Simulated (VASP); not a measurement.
Runs of VASP 6.6.1 on Rb. The structure is that of space group P6_3/mmc (No. 194), or close to it. The cells are those of the table. This isn't the form of Rb at room conditions, which is bcc.

```tsv
cell	gap on the mesh (eV)	pressure (GPa)
a = 5.041, b = 5.041, c = 16.464 Å, angles 90.0, 90.0, 120.0°, 4 atoms	none	-0.1
a = 4.908, b = 4.908, c = 16.031 Å, angles 90.0, 90.0, 120.0°, 4 atoms	none	0.1
a = 4.768, b = 4.768, c = 15.573 Å, angles 90.0, 90.0, 120.0°, 4 atoms	none	(a)
a = 5.167, b = 5.167, c = 16.876 Å, angles 90.0, 90.0, 120.0°, 4 atoms	none	-0.3
```

Alike in all rows: task single point; level PBEsol; potentials or basis VASP PAW PBE potentials, release 64 (Rb_sv); no spin polarisation; k mesh 8 × 8 × 3; cutoff (eV) 520; smearing fermi-dirac 0.1 eV.

Question: Estimate the missing entries.

Answer: (a) 0.5.

Caveats: the PAW data sets were made with another functional, which shifts forces and pressure a little.

A k mesh can miss the band edges, and the runs leave out spin-orbit coupling on Rb.

A gap of «none» marks levels without a gap at the run's occupations.
